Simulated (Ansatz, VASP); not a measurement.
# One calculation of Zr2PdS3, two programs

```
Zr Pd S
1.0
     5.61714    0.00000    0.00000
    -2.80857    4.86458    0.00000
     0.00000    0.00000    4.65157
Zr Pd S
2 1 3
Direct
  0.33333 0.66667 0.00000
  0.66667 0.33333 0.00000
  0.00000 0.00000 0.00000
  0.50000 0.00000 0.50000
  0.00000 0.50000 0.50000
  0.50000 0.50000 0.50000
```

Change from the starting cell: species swapped into the LaNi3Rh2 type (P6/mmm, No. 191).

Alike in both runs: task relaxation of cell and atoms; functional PBE; k mesh 6 × 6 × 4; occupations gaussian, width 0.1 eV; no spin polarisation.

|  | VASP | Ansatz |
| --- | --- | --- |
| version | VASP 6.6.1 | Ansatz 0.2.0 |
| potentials or method | VASP PAW PBE potentials, release 64 (Zr_sv, Pd, S), cutoff 600 eV | scalar-relativistic, plane waves, PAW |
| valence electrons in the cell | 52 | 60 |

Ansatz gave:

```
gap on the k mesh at the Fermi level, each at its own relaxed structure (eV) : none
relaxed volume (Å³/atom)                                                     : 20.89
relaxed length of the cell vector where the two differ most in proportion (Å)              : 6.444
```

Problem. Estimate VASP's values.

Solution. gap on the k mesh at the Fermi level, each at its own relaxed structure (eV): none; relaxed volume (Å³/atom): 20.96; relaxed length of the cell vector where the two differ most in proportion (Å): 6.456.

A gap of «none» marks a metal or a gap that the smearing closes. VASP's potentials hold 52 valence electrons a cell and Ansatz's 60, so a difference there can come from the potentials and not from the codes.
